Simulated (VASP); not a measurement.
# Sb (Pm-3m) in VASP: notebook

Runs on Sb. Level: PBE. Tasks: single point, relaxation of cell and atoms.

All numbers are computed with VASP 6.6.1; they aren't measurements. Logs are shortened: lines on timing, memory, paths and dates and some standing lists are left out, and cuts for length are marked.

## 1. The cell of the first run

The structure is cubic, space group Pm-3m (No. 221). Conventional cell: a = 3.112 Å, b = 3.112 Å, c = 3.112 Å, α = 90.00°, β = 90.00°, γ = 90.00°. Within 4.1 Å of Sb (site symmetry m-3m) lie 6 Sb at 3.11 Å.

## 2. Single point, PBE

Contents of INCAR:

```
PREC = Accurate
ENCUT = 500
EDIFF = 1E-6
ISMEAR = 0
SIGMA = 0.1
LREAL = False
LASPH = True
NELM = 120
ALGO = Normal
ISIF = 2
LWAVE = False
LCHARG = False
GGA = PE
NBANDS = 8
GGA_COMPAT = False
```

Contents of KPOINTS:

```
Automatic mesh
0
Gamma
  12 12 12
```

Contents of POSCAR:

```
Sb
1.0
    3.1121049052      0.0000000000      0.0000000000
    0.0000000000      3.1121049052      0.0000000000
    0.0000000000      0.0000000000      3.1121049052
Sb
1
Direct
    0.0000000000      0.0000000000      0.0000000000
```

Potentials or basis: VASP PAW PBE potentials, release 64 (Sb).

On the command line:

```
$ cat potpaw_PBE.64/Sb/POTCAR > POTCAR
$ mpirun -np 1 vasp_std > vasp.out
```

OUTCAR:

```text
PREC = Accurate
   ENCUT = 500
   EDIFF = 1E-6
   ISMEAR = 0
   LREAL = False
   LASPH = True
   NELM = 120
   ISIF = 2
   GGA = PE

 ion  position               nearest neighbor table
   1  0.000  0.000  0.000-

  LATTYP: Found a simple cubic cell.
 ALAT       =     3.1121049052

  Lattice vectors:

 A1 = (   3.1121049052,   0.0000000000,   0.0000000000)
 A2 = (   0.0000000000,   3.1121049052,   0.0000000000)
 A3 = (   0.0000000000,   0.0000000000,   3.1121049052)

Analysis of symmetry for initial positions (statically):
=====================================================================
 Subroutine PRICEL returns:
 Original cell was already a primitive cell.

 Routine SETGRP: Setting up the symmetry group for a
 simple cubic supercell.

 Subroutine GETGRP returns: Found 48 space group operations
 (whereof 48 operations were pure point group operations)
 out of a pool of 48 trial point group operations.

The static configuration has the point symmetry O_h .

Analysis of symmetry for dynamics (positions and initial velocities):
=====================================================================
 Subroutine PRICEL returns:
 Original cell was already a primitive cell.

 Routine SETGRP: Setting up the symmetry group for a
 simple cubic supercell.

 Subroutine GETGRP returns: Found 48 space group operations
 (whereof 48 operations were pure point group operations)
 out of a pool of 48 trial point group operations.

The dynamic configuration has the point symmetry O_h .

 Subroutine INISYM returns: Found 48 space group operations
 (whereof 48 operations are pure point group operations),
 and found     1 'primitive' translations

----------------------------------------------------------------------------------------

                                     Primitive cell

  volume of cell :      30.1413

  direct lattice vectors                    reciprocal lattice vectors
     3.112104905  0.000000000  0.000000000     0.321325929  0.000000000  0.000000000
     0.000000000  3.112104905  0.000000000     0.000000000  0.321325929  0.000000000
     0.000000000  0.000000000  3.112104905     0.000000000  0.000000000  0.321325929

  length of vectors
     3.112104905  3.112104905  3.112104905     0.321325929  0.321325929  0.321325929

  position of ions in fractional coordinates (direct lattice)
     0.000000000  0.000000000  0.000000000

  ion indices of the primitive-cell ions
   primitive index   ion index
                 1           1

----------------------------------------------------------------------------------------

 KPOINTS: Automatic mesh

Automatic generation of k-mesh.
 Grid dimensions read from file:
 generate k-points for:   12   12   12

 Generating k-lattice:

  Cartesian coordinates                     Fractional coordinates (reciprocal lattice)
     0.026777161  0.000000000  0.000000000     0.083333333  0.000000000  0.000000000
     0.000000000  0.026777161  0.000000000     0.000000000  0.083333333  0.000000000
     0.000000000  0.000000000  0.026777161     0.000000000  0.000000000  0.083333333

  Length of vectors
     0.026777161  0.026777161  0.026777161

  Shift w.r.t. Gamma in fractional coordinates (k-lattice)
     0.000000000  0.000000000  0.000000000

 Subroutine IBZKPT returns following result:
 ===========================================

 Found     84 irreducible k-points:

 Following reciprocal coordinates:
            Coordinates               Weight
  0.000000  0.000000  0.000000      1.000000
  0.083333  0.000000  0.000000      6.000000
  0.166667  0.000000  0.000000      6.000000
  0.250000  0.000000  0.000000      6.000000
  0.333333  0.000000  0.000000      6.000000
  0.416667  0.000000  0.000000      6.000000
[... 16 lines left out ...]
  0.333333  0.333333  0.000000     12.000000
  0.416667  0.333333  0.000000     24.000000
 [... further k-points ...]
   k-points           NKPTS =     84   k-points in BZ     NKDIM =     84   number of bands    NBANDS=      8
   number of dos      NEDOS =    301   number of ions     NIONS =      1
   total plane-waves  NPLWV =  13824
   dimension x,y,z NGX =    24 NGY =   24 NGZ =   24
   dimension x,y,z NGXF=    48 NGYF=   48 NGZF=   48
   ions per type =               1
   NGX,Y,Z   is equivalent  to a cutoff of  12.82, 12.82, 12.82 a.u.
   NGXF,Y,Z  is equivalent  to a cutoff of  25.64, 25.64, 25.64 a.u.
 SYSTEM =  unknown system
   PREC   = accura    normal or accurate (medium, high low for compatibility)
   ISTART =      0    job   : 0-new  1-cont  2-samecut
   ICHARG =      2    charge: 1-file 2-atom 10-const
   ISPIN  =      1    spin polarized calculation?
   LNONCOLLINEAR =      F non collinear calculations
   LSORBIT =      F    spin-orbit coupling
   LASPH  =      T    aspherical Exc in radial PAW
   ENCUT  =  500.0 eV  36.75 Ry    6.06 a.u.   5.67  5.67  5.67*2*pi/ulx,y,z
   NELM   =    120;   NELMIN=  2; NELMDL= -5     # of ELM steps
   EDIFF  = 0.1E-05   stopping-criterion for ELM
   LREAL  =      F    real-space projection
   EDIFFG = 0.1E-04   stopping-criterion for IOM
   NSW    =      0    number of steps for IOM
   IBRION =     -1    ionic relax: 0-MD 1-quasi-New 2-CG
   NFREE  =      0    steps in history (QN), initial steepest desc. (CG)
   ISIF   =      2    stress and relaxation
   ISYM   =      2    0-nonsym 1-usesym 2-fastsym
   POTIM  = 0.5000    time-step for ionic-motion
   TEBEG  =    0.0;   TEEND  =   0.0 temperature during run
   PSTRESS=    0.0 pullay stress
   NELECT =       5.0000    total number of electrons
   NUPDOWN=      -1.0000    fix difference up-down
   EMIN   =  10.00;   EMAX   =-10.00  energy-range for DOS
   EFERMI =   0.00;   METHOD = LEGACY
   ISMEAR =     0;   SIGMA  =   0.10  broadening in eV -4-tet -1-fermi 0-gaus
   EFERMI_NEDOS =   21; number of points for ismear=-14 and -15
   IALGO  =     38    algorithm
   IMIX   =      4    mixing-type and parameters
     AMIX     =   0.40;   BMIX     =  1.00
     AMIX_MAG =   1.60;   BMIX_MAG =  1.00
  volume/ion in A,a.u.               =      30.14       203.40
  Fermi-wavevector in a.u.,A,eV,Ry     =   0.899520  1.699845 11.008956  0.809135
  Thomas-Fermi vector in A             =   2.022363
   LORBIT       =      0    0 simple, 1 ext, 2 COOP (PROOUT), +10 PAW based schemes
   GGA     = PE    functional components
   LHFCALC =     F    Hartree Fock is set to
   AEXX    =    0.0000 exact exchange contribution
   IVDW    =     0    specifies the selected vdW correction
   LEPSILON=     F    determine dielectric tensor
   LRPA    =     F    only Hartree local field effects (RPA)
 non-spin polarized calculation
 Gauss-broadening in eV      SIGMA  =   0.10
  energy-cutoff  :      500.00
  volume of cell :       30.14
 maximum number of plane-waves:       784
 NGX is ok and might be reduce to    24

 number of electron       4.9999999 magnetization

 Free energy of the ion-electron system (eV)
  ---------------------------------------------------
  ext. energy  EPLUGINS =         0.00000000
  ---------------------------------------------------
  free energy    TOTEN  =        -4.07986563 eV

  energy without entropy =       -4.07603582  energy(sigma->0) =       -4.07795073

 E-fermi :   7.0931     XC(G=0):  -9.5811

 val. band max:        7.0683397107   @ k =   0.4167   0.2500   0.0833
 cond. band min:       7.1235041882   @ k =   0.1667   0.0833   0.0000
 fundamental gap:      0.0551644775
 Fermi energy:         7.0930998896

 k-point     1 :       0.0000    0.0000    0.0000
  band No.  band energies     occupation
      1      -5.3028      2.00000
      2      10.2450      0.00000
      3      10.2450      0.00000
      4      10.2450      0.00000
      5      13.9135      0.00000
      6      13.9135      0.00000
      7      15.2024      0.00000
      8      24.5816      0.00000

 k-point     2 :       0.0833    0.0000    0.0000
  band No.  band energies     occupation
      1      -5.2033      2.00000
      2       9.0491      0.00000
      3      10.3429      0.00000
      4      10.3429      0.00000
      5      13.9929      0.00000
      6      14.5727      0.00000
      7      15.9601      0.00000
      8      23.7041      0.00000

 k-point     3 :       0.1667    0.0000    0.0000
  band No.  band energies     occupation
      1      -4.9087      2.00000
      2       7.0296      1.63083
      3      10.6261      0.00000
      4      10.6261      0.00000
      5      14.2292      0.00000
      6      15.0245      0.00000
      7      18.1662      0.00000
      8      22.2909      0.00000

 k-point     4 :       0.2500    0.0000    0.0000
  band No.  band energies     occupation
      1      -4.4351      2.00000
      2       5.0529      2.00000
      3      11.0604      0.00000
      4      11.0604      0.00000
      5      14.6145      0.00000
      6      15.4966      0.00000
      7      20.5174      0.00000
      8      20.8866      0.00000

 k-point     5 :       0.3333    0.0000    0.0000
  band No.  band energies     occupation
      1      -3.8277      2.00000
      2       3.3242      2.00000
      3      11.5731      0.00000
      4      11.5731      0.00000
      5      15.1250      0.00000
      6      16.1238      0.00000
      7      19.6510      0.00000
      8      19.6510      0.00000

 k-point     6 :       0.4167    0.0000    0.0000
  band No.  band energies     occupation
      1      -3.2165      2.00000
      2       2.0255      2.00000
      3      12.0266      0.00000
      4      12.0266      0.00000
      5      15.6766      0.00000
      6      16.9124      0.00000
      7      18.7541      0.00000
      8      18.7541      0.00000

 k-point     7 :       0.5000    0.0000    0.0000
  band No.  band energies     occupation
      1      -2.9215      2.00000
      2       1.4992      2.00000
      3      12.2177      0.00000
      4      12.2177      0.00000
      5      15.9736      0.00000
      6      17.5753      0.00000
      7      18.4138      0.00000
      8      18.4138      0.00000

 k-point     8 :       0.0833    0.0833    0.0000
  band No.  band energies     occupation
      1      -5.1037      2.00000
      2       9.0681      0.00000
      3       9.2280      0.00000
      4      10.4408      0.00000
      5      14.3332      0.00000
      6      15.3719      0.00000
      7      16.3017      0.00000
      8      22.5571      0.00000

 k-point     9 :       0.1667    0.0833    0.0000
  band No.  band energies     occupation
      1      -4.8091      2.00000
      2       7.1235      0.66721
      3       9.4384      0.00000
      4      10.7243      0.00000
      5      14.6172      0.00000
      6      15.9989      0.00000
      7      18.2103      0.00000
      8      20.9729      0.00000

 k-point    10 :       0.2500    0.0833    0.0000
  band No.  band energies     occupation
      1      -4.3353      2.00000
      2       5.1485      2.00000
      3       9.8796      0.00000
      4      11.1591      0.00000
      5      15.0253      0.00000
      6      16.3760      0.00000
      7      19.2109      0.00000
      8      20.8015      0.00000
[... 78 lines left out ...]
 k-point    18 :       0.5000    0.1667    0.0000
  band No.  band energies     occupation
      1      -2.5200      2.00000
      2       1.8711      2.00000
      3       9.1856      0.00000
      4      12.6092      0.00000
      5      13.9875      0.00000
      6      17.1813      0.00000
      7      18.4446      0.00000
      8      18.7142      0.00000

 k-point    19 :       0.2500    0.2500    0.0000
  band No.  band energies     occupation
      1      -3.5641      2.00000
      2       5.6776      2.00000
      3       6.0983      2.00000
      4      11.8832      0.00000
      5      15.0365      0.00000
      6      16.0580      0.00000
      7      20.8683      0.00000
      8      21.4766      0.00000

 k-point    20 :       0.3333    0.2500    0.0000
  band No.  band energies     occupation
      1      -2.9522      2.00000
      2       4.1328      2.00000
      3       6.4621      2.00000
      4      12.4008      0.00000
      5      13.6974      0.00000
      6      16.4968      0.00000
      7      20.2915      0.00000
      8      20.6604      0.00000

 k-point    21 :       0.4167    0.2500    0.0000
  band No.  band energies     occupation
      1      -2.3332      2.00000
      2       2.8336      2.00000
      3       6.9760      1.90233
      4      12.6246      0.00000
      5      12.8593      0.00000
      6      17.1839      0.00000
      7      19.4127      0.00000
      8      19.5612      0.00000

 k-point    22 :       0.5000    0.2500    0.0000
  band No.  band energies     occupation
      1      -2.0325      2.00000
      2       2.3027      2.00000
      3       7.2094      0.09989
      4      12.2018      0.00000
      5      13.0529      0.00000
      6      17.6992      0.00000
      7      18.8843      0.00000
      8      19.0776      0.00000

 k-point    23 :       0.3333    0.3333    0.0000
  band No.  band energies     occupation
      1      -2.3344      2.00000
      2       4.4922      2.00000
      3       4.9057      2.00000
      4      12.2112      0.00000
      5      12.9202      0.00000
      6      17.0672      0.00000
      7      20.6449      0.00000
      8      20.8367      0.00000

 k-point    24 :       0.4167    0.3333    0.0000
  band No.  band energies     occupation
      1      -1.7047      2.00000
      2       3.3605      2.00000
      3       5.2261      2.00000
      4      11.1228      0.00000
      5      13.3796      0.00000
      6      17.7735      0.00000
      7      19.8755      0.00000
      8      20.1208      0.00000

 [... further k-points ...]
[... 5 lines left out ...]
  --------------------------------------------------------------------------------------
  -------------------------------------------------------------------------------------
  Total       -0.0159690     -0.0159690     -0.0159690      0.0000000     -0.0000000      0.0000000
  in kB       -0.8488381     -0.8488381     -0.8488381      0.0000000     -0.0000000      0.0000000
  external PRESSURE =      -0.8488381 kB  Pullay stress =       0.0000000 kB

 VOLUME and BASIS-vectors are now :
 -----------------------------------------------------------------------------
  energy-cutoff  :      500.00
  volume of cell :       30.14
      direct lattice vectors                 reciprocal lattice vectors
     3.112104905  0.000000000  0.000000000     0.321325929  0.000000000  0.000000000
     0.000000000  3.112104905  0.000000000     0.000000000  0.321325929  0.000000000
     0.000000000  0.000000000  3.112104905     0.000000000  0.000000000  0.321325929

 POSITION                                       TOTAL-FORCE (eV/Angst)
 -----------------------------------------------------------------------------------
      0.00000      0.00000      0.00000         0.000000      0.000000      0.000000
 -----------------------------------------------------------------------------------
    total drift:                                0.000000      0.000000      0.000000

  FREE ENERGIE OF THE ION-ELECTRON SYSTEM (eV)
  ---------------------------------------------------
  free  energy   TOTEN  =        -4.0798656336 eV

  energy  without entropy=       -4.0760358190  energy(sigma->0) =       -4.07795073
```

Run time: 3.8 s. Hardware: 1 thread of Intel Xeon 6975P-C (Granite Rapids), shared host; peak memory 0.14 GiB.

Results:

```yaml
Free_energy: -4.0799 eV
Pressure: -0.1 GPa
```

Caveat: spin-orbit coupling is left out, which moves the levels of the heavy elements.

## 3. Relaxation of cell and atoms, PBE

This run uses another cell than the first one, of 31.55 Å³/atom, 1.047 times its volume.

Contents of INCAR:

```
PREC = Accurate
ENCUT = 500
EDIFF = 1E-7
ISMEAR = 0
SIGMA = 0.1
LREAL = False
LASPH = True
NELM = 120
ALGO = Normal
ISIF = 3
LWAVE = False
LCHARG = False
GGA = PE
IBRION = 2
NSW = 90
EDIFFG = -0.02
GGA_COMPAT = False
NELMIN = 4
```

KPOINTS is that of step 2.

Contents of POSCAR:

```
Sb
1.0
    3.1600000000      0.0000000000      0.0000000000
    0.0000000000      3.1600000000      0.0000000000
    0.0000000000      0.0000000000      3.1600000000
Sb
1
Direct
    0.0000000000      0.0000000000      0.0000000000
```

Potentials or basis: VASP PAW PBE potentials, release 64 (Sb).

On the command line:

```
$ cat potpaw_PBE.64/Sb/POTCAR > POTCAR
$ mpirun -np 1 vasp_std > vasp.out
```

Wall time 7.7 s (1 thread of Intel Xeon 6975P-C (Granite Rapids), shared host); peak memory 0.15 GiB.

The run converged. Its results:

| Item | Value |
| --- | --- |
| Free energy | -4.0799 eV |
| Relaxed volume | 30.09 Å³/atom |
| Relaxed cell | a = 3.110 Å, b = 3.110 Å, c = 3.110 Å, α = 90.00°, β = 90.00°, γ = 90.00° |
| Space group after relaxing (to 0.05 Å) | Pm-3m (No. 221) |
| Energy gained by relaxing | 10.9 meV/atom |
| Ionic steps | 3 |
| Pressure after relaxing | 0.0 GPa |

Step by step:
```
step  energy change (eV)  largest force (eV/Å)  pressure (GPa)  volume (Å³)
   1              0.0000                0.0000           -2.29        31.55
   2             -0.0092                0.0000            1.03        29.54
   3             -0.0109                0.0000            0.01        30.09
```

Final structure:
```yaml
crystal:
  lattice:
    - [3.11030, 0.00000, 0.00000]
    - [0.00000, 3.11030, 0.00000]
    - [0.00000, 0.00000, 3.11030]
  atoms:
    - { symbol: Sb, position: [0.00000, 0.00000, 0.00000] }
```

Levels at points of the mesh, in eV from the Fermi level:
```csv
k point,band 1,band 2,band 3,band 4,band 5,band 6
"(0.00, 0.00, 0.00)",-12.41,3.16,3.16,3.16,6.82,6.82
"(0.50, 0.00, 0.00)",-10.02,-5.61,5.13,5.13,8.88,10.49
"(0.50, 0.50, 0.00)",-7.49,-3.59,-3.59,2.13,7.14,12.68
"(0.50, 0.50, 0.50)",-4.67,-1.69,-1.69,-1.69,4.76,4.76
```

Caveat: spin-orbit coupling is left out, which moves the levels of the heavy elements.

## 4. Single point, PBE

This run uses another cell than the first one: it holds 8 atoms, not 1.

Contents of INCAR:

```
ALGO = Normal ; EDIFF = 1E-6
ENCUT = 500 ; GGA = PE
GGA_COMPAT = F ; ISIF = 2
ISMEAR = 0 ; LASPH = T
LCHARG = F ; LREAL = F
LWAVE = F ; NBANDS = 30
NELM = 120 ; PREC = Accurate
SIGMA = 0.1
```

Contents of KPOINTS:

```
k-points
0
Gamma
  6 6 6
```

Contents of POSCAR:

```
Sb
1.0
    6.2242226906      0.0000000000      0.0000000000
    0.0000000000      6.2242226906      0.0000000000
    0.0000000000      0.0000000000      6.2242226906
Sb
8
Direct
    0.0000000000      0.0000000000      0.0000000000
    0.0000000000      0.0000000000      0.5000000000
    0.0000000000      0.5000000000      0.0000000000
    0.0000000000      0.5000000000      0.5000000000
    0.5000000000      0.0000000000      0.0000000000
    0.5000000000      0.0000000000      0.5000000000
    0.5000000000      0.5000000000      0.0000000000
    0.5000000000      0.5000000000      0.5000000000
```

On the command line:

```
$ cat potpaw_PBE.64/Sb/POTCAR > POTCAR
$ mpirun -np 1 vasp_std > vasp.out
```

It took 51 s on 1 thread of Intel Xeon 6975P-C (Granite Rapids), shared host; peak memory 0.36 GiB.

Results (log left out):

| Quantity | Value |
| --- | --- |
| Free energy | -32.6390 eV |
| Pressure | -0.1 GPa |
| Band gap on the k mesh | zero (band 20 reaches 7.23 eV, above the bottom of band 21 at 6.47 eV) |

Levels at points of the mesh, in eV from the Fermi level:
```tsv
k point	band 18	band 19	band 20	band 21	band 22	band 23
(0.00, 0.00, 0.00)	-1.69	-1.69	-1.69	2.13	2.13	2.13
(0.50, 0.00, 0.00)	-2.04	0.12	0.12	0.12	0.12	2.30
(0.50, 0.50, 0.00)	-0.99	-0.99	-0.99	0.54	0.54	0.54
(0.50, 0.50, 0.50)	-0.62	-0.62	-0.62	-0.62	-0.62	-0.62
```

Caveat: spin-orbit coupling is left out, which moves the levels of the heavy elements.

## 5. Summary

| task | cell | k mesh | gap on the mesh (eV) | pressure (GPa) |
| --- | --- | --- | --- | --- |
| single point | a = 3.112 Å, 1 atom | 12 × 12 × 12 | none | -0.1 |
| relaxation of cell and atoms | relaxed from a = 3.160 Å, 1 atom | 12 × 12 × 12 | none | 0.0 |
| single point | a = 6.224 Å, 8 atoms | 6 × 6 × 6 | none | -0.1 |

Alike in all rows: level PBE; potentials or basis VASP PAW PBE potentials, release 64 (Sb); no spin polarisation; cutoff (eV) 500; smearing gaussian 0.1 eV.

Caveats: spin-orbit coupling is left out, which moves the levels of the heavy elements.

Total energies depend on the potentials used, so only differences within one code and one set of settings carry meaning.
